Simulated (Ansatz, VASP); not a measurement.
**One calculation of SrOs5, two programs**

```
CELL_PARAMETERS angstrom
4.30439 0.00000 0.00000
-2.15219 3.72771 0.00000
0.00000 0.00000 6.85462
ATOMIC_POSITIONS crystal
Sr 0.00000 0.00000 0.50000
Os 0.33333 0.66667 0.76364
Os 0.33333 0.66667 0.23636
Os 0.66667 0.33333 0.23636
Os 0.66667 0.33333 0.76364
Os 0.00000 0.00000 0.00000
```

Alike in both runs: task single point; functional PBE; k mesh 6 × 6 × 4; occupations gaussian, width 0.1 eV; no spin polarisation.

|  | VASP | Ansatz |
| --- | --- | --- |
| version | VASP 6.6.1 | Ansatz 0.2.0 |
| potentials or method | VASP PAW PBE potentials, release 64 (Sr_sv, Os_sv_GW), cutoff 560 eV | scalar-relativistic, plane waves, PAW |
| valence electrons in the cell | 90 | 90 |

|  | VASP | Ansatz | Ansatz less VASP |
| --- | --- | --- | --- |
| gap on the k mesh at the Fermi level (eV) | none | none | - |
| pressure (GPa) | -5.0 | -4.3 | +0.72 |
| traceless stress, the component that is largest in VASP (GPa) | -2.10 | -2.04 | +0.062 |
| rms of the force components (eV/Å) | 1.085 | 1.075 | -0.0104 |

Atom by atom the forces differ by 0.010 eV/Å (rms over components). A gap of «none» marks a metal or a gap that the smearing closes.

Neither program's run includes spin-orbit coupling.
